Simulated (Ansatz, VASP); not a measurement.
# Ti3Al: VASP beside Ansatz

Contents of INCAR:

```
PREC = Accurate
ENCUT = 520
EDIFF = 1E-7
ISMEAR = 0
SIGMA = 0.1
LREAL = F
LASPH = T
NELM = 80
ALGO = Fast
ISIF = 2
LWAVE = F
LCHARG = F
GGA = PE
NBANDS = 28
```

The input KPOINTS:

```
regular mesh
0
Gamma
  6 6 6
```

The input POSCAR:

```
Ti3Al
1.0
    0.0000000000      3.2317810000      3.2317810000
    3.2317810000      0.0000000000      3.2317810000
    3.2317810000      3.2317810000      0.0000000000
Ti Al
3 1
Direct
    0.7500000000      0.7500000000      0.7500000000
    0.2500000000      0.2500000000      0.2500000000
    0.0000000000      0.0000000000      0.0000000000
    0.5000000000      0.5000000000      0.5000000000
```

Input for Ansatz:

```yaml
crystal:
  lattice:
    - [0.0, 3.231781, 3.231781]
    - [3.231781, 0.0, 3.231781]
    - [3.231781, 3.231781, 0.0]
  atoms:
    - { symbol: Ti, position: [0.75, 0.75, 0.75] }
    - { symbol: Ti, position: [0.25, 0.25, 0.25] }
    - { symbol: Ti, position: [0.0, 0.0, 0.0] }
    - { symbol: Al, position: [0.5, 0.5, 0.5] }
basis:
  ecutwfc: 420
kpoints:
  mp_grid: { grid: [6, 6, 6] }
hamiltonian:
  xc: pbe
scf:
  occupations: { method: gaussian, width: 0.1 }
  lower_state_search: "off"
output:
  forces: true
  stress: true
  eigenvalues: true
```

Alike in both runs: task single point; functional PBE; k mesh 6 × 6 × 6; occupations gaussian, width 0.1 eV; no spin polarisation.

|  | VASP | Ansatz |
| --- | --- | --- |
| version | VASP 6.6.1 | Ansatz 0.2.0 |
| potentials or method | VASP PAW PBE potentials, release 64 (Ti_sv, Al), cutoff 520 eV | scalar-relativistic, plane waves, PAW |
| valence electrons in the cell | 39 | 39 |

VASP gave:

```
gap on the k mesh at the Fermi level (eV) : none
pressure (GPa)                            : -1.2
```

**Question.** What did Ansatz give for the same quantities?

**Answer.** gap on the k mesh at the Fermi level (eV): none; pressure (GPa): -1.1.

A gap of «none» marks a metal or a gap that the smearing closes. With one functional, cell and mesh, what is left measures potentials, basis and numerics.
